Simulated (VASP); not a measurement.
# Sb (Pm-3m) in VASP: electric field gradients with B3LYP+D3(BJ)

Aim: the electric field gradients of Sb with B3LYP+D3(BJ).

All numbers are computed with VASP 6.6.1; they aren't measurements. Logs are shortened: lines on timing, memory, paths and dates and some standing lists are left out, and cuts for length are marked.

### 1 The cell of the first run

It takes space group Pm-3m (No. 221, cubic). Conventional cell: a = 3.160 Å, b = 3.160 Å, c = 3.160 Å, α = 90.00°, β = 90.00°, γ = 90.00°. Within 4.2 Å of Sb (site symmetry m-3m) lie 6 Sb at 3.16 Å.

This isn't the form of Sb at room conditions, which is rhombohedral.

### 2 Electric field gradients, B3LYP+D3(BJ)

Input file POSCAR:

```
Sb
1.0
    3.1600000000      0.0000000000      0.0000000000
    0.0000000000      3.1600000000      0.0000000000
    0.0000000000      0.0000000000      3.1600000000
Sb
1
Direct
    0.0000000000      0.0000000000      0.0000000000
```

Input file INCAR.step1:

```
PREC     = Accurate       # precision mode
ENCUT    = 400            # plane-wave cutoff, eV
ISMEAR   = 0              # smearing method
SIGMA    = 0.1            # smearing width, eV
LREAL    = F              # projectors in reciprocal space
LASPH    = T              # aspherical terms in the spheres
NELM     = 300            # most SCF steps
ALGO     = All            # electronic algorithm
ISIF     = 2              # what is computed and relaxed
LWAVE    = T              # write WAVECAR
LCHARG   = F              # write CHGCAR
GGA      = PE             # functional
EDIFF    = 1E-5           # SCF threshold, eV
NBANDS   = 8              # bands
GGA_COMPAT= F            
ISEARCH  = 1            
KPAR     = 4
```

Input file INCAR.step2:

```
PREC     = Accurate       # precision mode
ENCUT    = 400            # plane-wave cutoff, eV
EDIFF    = 1E-8           # SCF threshold, eV
ISMEAR   = 0              # smearing method
SIGMA    = 0.1            # smearing width, eV
LREAL    = F              # projectors in reciprocal space
LASPH    = T              # aspherical terms in the spheres
NELM     = 300            # most SCF steps
ALGO     = All            # electronic algorithm
ISIF     = 2              # what is computed and relaxed
LWAVE    = F              # write WAVECAR
LCHARG   = F              # write CHGCAR
GGA      = B3             # functional
LHFCALC  = T              # exact exchange
AEXX     = 0.2            # exact-exchange fraction
AGGAX    = 0.72         
AGGAC    = 0.81         
ALDAC    = 0.19         
PRECFOCK = Normal       
IVDW     = 12             # dispersion correction
LEFG     = T            
ISTART   = 1            
NBANDS   = 8              # bands
GGA_COMPAT= F            
ISEARCH  = 1            
KPAR     = 4
```

Input file KPOINTS:

```
Automatic mesh
0
Gamma
  5 5 5
```

Potentials or basis: VASP PAW PBE potentials, release 64 (Sb).

Run with:

```
$ cat potpaw_PBE.64/Sb/POTCAR > POTCAR
$ cp INCAR.step1 INCAR
$ mpirun -np 4 vasp_std > vasp.out
$ cp INCAR.step2 INCAR
$ mpirun -np 4 vasp_std > vasp.out
```

OUTCAR:

```text
PREC = Accurate
   ENCUT = 400
   EDIFF = 1E-8
   ISMEAR = 0
   LREAL = F
   LASPH = T
   NELM = 300
   ISIF = 2
   GGA = B3
   LHFCALC = T
   AEXX = 0.2
   PRECFOCK = Normal
   IVDW = 12
   ISTART = 1
 IVDW          = 12

 ion  position               nearest neighbor table
   1  0.000  0.000  0.000-

  LATTYP: Found a simple cubic cell.
 ALAT       =     3.1600000000

  Lattice vectors:

 A1 = (   3.1600000000,   0.0000000000,   0.0000000000)
 A2 = (   0.0000000000,   3.1600000000,   0.0000000000)
 A3 = (   0.0000000000,   0.0000000000,   3.1600000000)

Analysis of symmetry for initial positions (statically):
=====================================================================
 Subroutine PRICEL returns:
 Original cell was already a primitive cell.

 Routine SETGRP: Setting up the symmetry group for a
 simple cubic supercell.

 Subroutine GETGRP returns: Found 48 space group operations
 (whereof 48 operations were pure point group operations)
 out of a pool of 48 trial point group operations.

The static configuration has the point symmetry O_h .

Analysis of symmetry for dynamics (positions and initial velocities):
=====================================================================
 Subroutine PRICEL returns:
 Original cell was already a primitive cell.

 Routine SETGRP: Setting up the symmetry group for a
 simple cubic supercell.

 Subroutine GETGRP returns: Found 48 space group operations
 (whereof 48 operations were pure point group operations)
 out of a pool of 48 trial point group operations.

The dynamic configuration has the point symmetry O_h .

 Subroutine INISYM returns: Found 48 space group operations
 (whereof 48 operations are pure point group operations),
 and found     1 'primitive' translations

----------------------------------------------------------------------------------------

                                     Primitive cell

  volume of cell :      31.5545

  direct lattice vectors                    reciprocal lattice vectors
     3.160000000  0.000000000  0.000000000     0.316455696  0.000000000  0.000000000
     0.000000000  3.160000000  0.000000000     0.000000000  0.316455696  0.000000000
     0.000000000  0.000000000  3.160000000     0.000000000  0.000000000  0.316455696

  length of vectors
     3.160000000  3.160000000  3.160000000     0.316455696  0.316455696  0.316455696

  position of ions in fractional coordinates (direct lattice)
     0.000000000  0.000000000  0.000000000

  ion indices of the primitive-cell ions
   primitive index   ion index
                 1           1

----------------------------------------------------------------------------------------

 KPOINTS: Automatic mesh

Automatic generation of k-mesh.
 Grid dimensions read from file:
 generate k-points for:    5    5    5

 Generating k-lattice:

  Cartesian coordinates                     Fractional coordinates (reciprocal lattice)
     0.063291139  0.000000000  0.000000000     0.200000000  0.000000000  0.000000000
     0.000000000  0.063291139  0.000000000     0.000000000  0.200000000  0.000000000
     0.000000000  0.000000000  0.063291139     0.000000000  0.000000000  0.200000000

  Length of vectors
     0.063291139  0.063291139  0.063291139

  Shift w.r.t. Gamma in fractional coordinates (k-lattice)
     0.000000000  0.000000000  0.000000000

 Subroutine IBZKPT returns following result:
 ===========================================

 Found     10 irreducible k-points:

 Following reciprocal coordinates:
            Coordinates               Weight
  0.000000  0.000000  0.000000      1.000000
  0.200000  0.000000  0.000000      6.000000
  0.400000  0.000000  0.000000      6.000000
  0.200000  0.200000  0.000000     12.000000
  0.400000  0.200000  0.000000     24.000000
  0.400000  0.400000  0.000000     12.000000
  0.200000  0.200000  0.200000      8.000000
  0.400000  0.200000  0.200000     24.000000
  0.400000  0.400000  0.200000     24.000000
  0.400000  0.400000  0.400000      8.000000
   k-points           NKPTS =     10   k-points in BZ     NKDIM =    125   number of bands    NBANDS=      8
   number of dos      NEDOS =    301   number of ions     NIONS =      1
   total plane-waves  NPLWV =  13824
   dimension x,y,z NGX =    24 NGY =   24 NGZ =   24
   dimension x,y,z NGXF=    48 NGYF=   48 NGZF=   48
   ions per type =               1
   NGX,Y,Z   is equivalent  to a cutoff of  12.63, 12.63, 12.63 a.u.
   NGXF,Y,Z  is equivalent  to a cutoff of  25.25, 25.25, 25.25 a.u.
 SYSTEM =  unknown system
   PREC   = accura    normal or accurate (medium, high low for compatibility)
   ISTART =      1    job   : 0-new  1-cont  2-samecut
   ICHARG =      0    charge: 1-file 2-atom 10-const
   ISPIN  =      1    spin polarized calculation?
   LNONCOLLINEAR =      F non collinear calculations
   LSORBIT =      F    spin-orbit coupling
   LASPH  =      T    aspherical Exc in radial PAW
   ENCUT  =  400.0 eV  29.40 Ry    5.42 a.u.   5.15  5.15  5.15*2*pi/ulx,y,z
   NELM   =    300;   NELMIN=  2; NELMDL=  0     # of ELM steps
   EDIFF  = 0.1E-07   stopping-criterion for ELM
   LREAL  =      F    real-space projection
   EDIFFG = 0.1E-06   stopping-criterion for IOM
   NSW    =      0    number of steps for IOM
   IBRION =     -1    ionic relax: 0-MD 1-quasi-New 2-CG
   NFREE  =      0    steps in history (QN), initial steepest desc. (CG)
   ISIF   =      2    stress and relaxation
   ISYM   =      3    0-nonsym 1-usesym 2-fastsym
   POTIM  = 0.5000    time-step for ionic-motion
   TEBEG  =    0.0;   TEEND  =   0.0 temperature during run
   PSTRESS=    0.0 pullay stress
   NELECT =       5.0000    total number of electrons
   NUPDOWN=      -1.0000    fix difference up-down
   EMIN   =  10.00;   EMAX   =-10.00  energy-range for DOS
   EFERMI =   0.00;   METHOD = LEGACY
   ISMEAR =     0;   SIGMA  =   0.10  broadening in eV -4-tet -1-fermi 0-gaus
   EFERMI_NEDOS =   21; number of points for ismear=-14 and -15
   IALGO  =     58    algorithm
   IMIX   =      4    mixing-type and parameters
     AMIX     =   0.40;   BMIX     =  1.00
     AMIX_MAG =   1.60;   BMIX_MAG =  1.00
  volume/ion in A,a.u.               =      31.55       212.94
  Fermi-wavevector in a.u.,A,eV,Ry     =   0.885886  1.674081 10.677766  0.784794
  Thomas-Fermi vector in A             =   2.006979
   LORBIT       =      0    0 simple, 1 ext, 2 COOP (PROOUT), +10 PAW based schemes
   GGA     = B3    functional components
   LHFCALC =     T    Hartree Fock is set to
   PRECFOCK=normal    Normal, Fast or Accurate (Low or Medium for compatibility)
   ENCUT4O =  -1.0   cutoff for four orbital integrals eV
   NKREDX  =     1    reduce k-point grid by
   NKREDY  =     1    reduce k-point grid by
   NKREDZ  =     1    reduce k-point grid by
   AEXX    =    0.2000 exact exchange contribution
   HFSCREEN=    0.0000 screening length (either q_TF or 0.3 A-1)
   HFSCREENC=   0.0000 screening length for correlation (either q_TF or 0.3 A-1)
   ENCUTFOCK=  -1.0 apply spherical cutoff to Coloumb kernel
   IVDW    =    12    specifies the selected vdW correction
   LEPSILON=     F    determine dielectric tensor
   LRPA    =     F    only Hartree local field effects (RPA)
 non-spin polarized calculation
 Gauss-broadening in eV      SIGMA  =   0.10
  energy-cutoff  :      400.00
  volume of cell :       31.55
 maximum number of plane-waves:       588
 NGX is ok and might be reduce to    24
  NGX = 16; NGY = 16; NGZ = 16
   NGX = 11   NGY = 11   NGZ = 11

 number of electron       5.0000001 magnetization

 Free energy of the ion-electron system (eV)
  ---------------------------------------------------
  ext. energy  EPLUGINS =         0.00000000
  ---------------------------------------------------
  free energy    TOTEN  =        -4.44290041 eV

  energy without entropy =       -4.44176931  energy(sigma->0) =       -4.44233486

 E-fermi :   6.5942     XC(G=0):  -7.3884

 val. band max:        6.4907553676   @ k =   0.2000   0.2000   0.2000
 cond. band min:       6.9640330795   @ k =   0.2000   0.2000   0.2000
 fundamental gap:      0.4732777119
 Fermi energy:         6.5942431742

 k-point     1 :       0.0000    0.0000    0.0000
  band No.  band energies     occupation
      1      -6.8839      2.00000
      2      10.2375      0.00000
      3      10.2408      0.00000
      4      10.2520      0.00000
      5      14.2534      0.00000
      6      14.2620      0.00000
      7      15.6454      0.00000
      8      24.8367      0.00000
[... 89 lines left out ...]
 k-point    10 :       0.4000    0.4000    0.4000
  band No.  band energies     occupation
      1      -0.6401      2.00000
      2       4.6418      2.00000
      3       4.6528      2.00000
      4       5.3471      2.00000
      5      12.5293      0.00000
      6      13.1659      0.00000
      7      13.1800      0.00000
      8      17.1559      0.00000

------------------------ aborting loop because EDIFF is reached ----------------------------------------

 Edisp (eV)   -0.91060

 E8    (eV) :    -0.6414

  FORCE on cell =-STRESS in cart. coord.  units (eV):
  Direction    XX          YY          ZZ          XY          YZ          ZX
  --------------------------------------------------------------------------------------
  -------------------------------------------------------------------------------------
  Total      -1.19213    -1.19213    -1.19213     0.00000     0.00000    -0.00000
  in kB     -60.53041   -60.53041   -60.53041     0.00000     0.00000    -0.00000
  external pressure =      -60.53 kB  Pullay stress =        0.00 kB

 VOLUME and BASIS-vectors are now :
 -----------------------------------------------------------------------------
  energy-cutoff  :      400.00
  volume of cell :       31.55
      direct lattice vectors                 reciprocal lattice vectors
     3.160000000  0.000000000  0.000000000     0.316455696  0.000000000  0.000000000
     0.000000000  3.160000000  0.000000000     0.000000000  0.316455696  0.000000000
     0.000000000  0.000000000  3.160000000     0.000000000  0.000000000  0.316455696

 POSITION                                       TOTAL-FORCE (eV/Angst)
 -----------------------------------------------------------------------------------
      0.00000      0.00000      0.00000         0.000000      0.000000      0.000000
 -----------------------------------------------------------------------------------
    total drift:                                0.000000      0.000000      0.000000

  FREE ENERGIE OF THE ION-ELECTRON SYSTEM (eV)
  ---------------------------------------------------
  free  energy   TOTEN  =        -5.3535030779 eV

  energy  without entropy=       -5.3523719791  energy(sigma->0) =       -5.35293753

 Electric field gradients (V/A^2)
---------------------------------------------------------------------
 ion       V_xx      V_yy      V_zz      V_xy      V_xz      V_yz
---------------------------------------------------------------------
   1      12.859    12.830   -25.689    -0.010    -0.010    -0.010
---------------------------------------------------------------------

 Electric field gradients after diagonalization (V/A^2)
 (convention: |V_zz| > |V_xx| > |V_yy|)
----------------------------------------------------------------------
 ion       V_xx      V_yy      V_zz     asymmetry (V_yy - V_xx)/ V_zz
----------------------------------------------------------------------
   1      12.862    12.827   -25.689       0.001
----------------------------------------------------------------------

           NMR quadrupolar parameters

 Cq : quadrupolar parameter    Cq=e*Q*V_zz/h
 eta: asymmetry parameters     (V_yy - V_xx)/ V_zz
 Q  : nuclear electric quadrupole moment in mb (millibarn)
----------------------------------------------------------------------
 ion       Cq(MHz)       eta       Q (mb)
----------------------------------------------------------------------
   1      -0.062       0.001       1.000
----------------------------------------------------------------------
```

Wall time 2.4 min (4 MPI ranks of Intel Xeon Platinum 8259CL at 2.50GHz (Skylake/Cascade Lake), shared host); peak memory 0.14 GiB.

Results:

```yaml
Free_energy: -5.3535 eV
Pressure: -6.1 GPa
Band_gap_on_the_k_mesh: zero (an odd number of electrons rules out a gap without spin polarisation)
Largest_electric_field_gradient_by_atom: Sb -25.7 V/Å²
Dispersion_energy_per_atom: -0.911 eV
```

Electric field gradients, principal values (V/Å²):
```tsv
atom	least	middle	greatest (by size)
1 Sb	12.827	12.862	-25.689
```

Caveat: the k points lie up to 0.40 Å⁻¹ apart, too coarse for converged energies and pressures of a metal; without QUAD_EFG the Cq values of the log hold for a quadrupole moment of 1 mb, not for the nuclei; the PAW data sets were made with another functional, which shifts forces and pressure a little; spin-orbit coupling is left out, which moves the levels of the heavy elements; an odd number of electrons without spin polarisation forces a metal; a magnetic or distorted state may lie lower.

The gap in the log of VASP goes by the Fermi energy; the results here count the filled bands.